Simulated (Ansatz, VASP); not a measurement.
One calculation of Re, two programs

INCAR

```
PREC     = Accurate       # precision mode
ENCUT    = 600            # plane-wave cutoff, eV
EDIFF    = 1E-6           # SCF threshold, eV
ISMEAR   = -1             # smearing method
SIGMA    = 0.05           # smearing width, eV
LREAL    = F              # projectors in reciprocal space
LASPH    = T              # aspherical terms in the spheres
NELM     = 100            # most SCF steps
ALGO     = Normal         # electronic algorithm
ISIF     = 3              # what is computed and relaxed
LWAVE    = F              # write WAVECAR
LCHARG   = F              # write CHGCAR
GGA      = RE             # functional
IVDW     = 13             # dispersion correction
IBRION   = 2              # ionic algorithm
NSW      = 80             # ionic steps
EDIFFG   = -0.02          # ionic threshold
```

Contents of KPOINTS:

```
regular mesh
0
Gamma
  11 11 6
```

File POSCAR:

```
Re
1.0
    2.7608000000      0.0000000000      0.0000000000
   -1.3804000000      2.3909229348      0.0000000000
    0.0000000000      0.0000000000      4.4582000000
Re
2
Direct
    0.6666666667      0.3333333333      0.7500000000
    0.3333333333      0.6666666667      0.2500000000
```

File input.yaml:

```yaml
crystal:
  lattice:
    - [2.7608, 0.0, 0.0]
    - [-1.3804, 2.3909229348, 0.0]
    - [0.0, 0.0, 4.4582]
  atoms:
    - { symbol: Re, position: [0.6666666667, 0.3333333333, 0.75] }
    - { symbol: Re, position: [0.3333333333, 0.6666666667, 0.25] }
kpoints:
  mp_grid: { grid: [11, 11, 6] }
scf:
  occupations: { method: fermi_dirac, width: 0.05 }
hamiltonian:
  xc: revpbe
  dispersion: d4
  pseudopotentials: { kind: all_electron, lapw: { basis_error: 0.001 } }
output:
  forces: true
  stress: true
relax:
  f_tol: 0.02
  max_steps: 60
  cell: {}
```

Alike in both runs: task relaxation of cell and atoms; functional revPBE; dispersion D4; k mesh 11 × 11 × 6; occupations fermi-dirac, width 0.05 eV; no spin polarisation.

|  | VASP | Ansatz |
| --- | --- | --- |
| version | VASP 6.6.1 | Ansatz 0.2.0 |
| potentials or method | VASP PAW PBE potentials, release 64 (Re), cutoff 600 eV | all-electron LAPW, scalar-relativistic |

VASP gave:

```
relaxed volume (Å³/atom)                                     : 14.63
relaxed cell length with the largest relative difference (Å) : 4.450
```

Question: Which values does Ansatz return?

Answer: Relaxed volume (Å³/atom): 14.65; relaxed cell length with the largest relative difference (Å): 4.454.

VASP's potentials were made for PBE, not for revPBE. Ansatz ran all-electron here, and VASP with PAW potentials.

Neither program's run includes spin-orbit coupling.
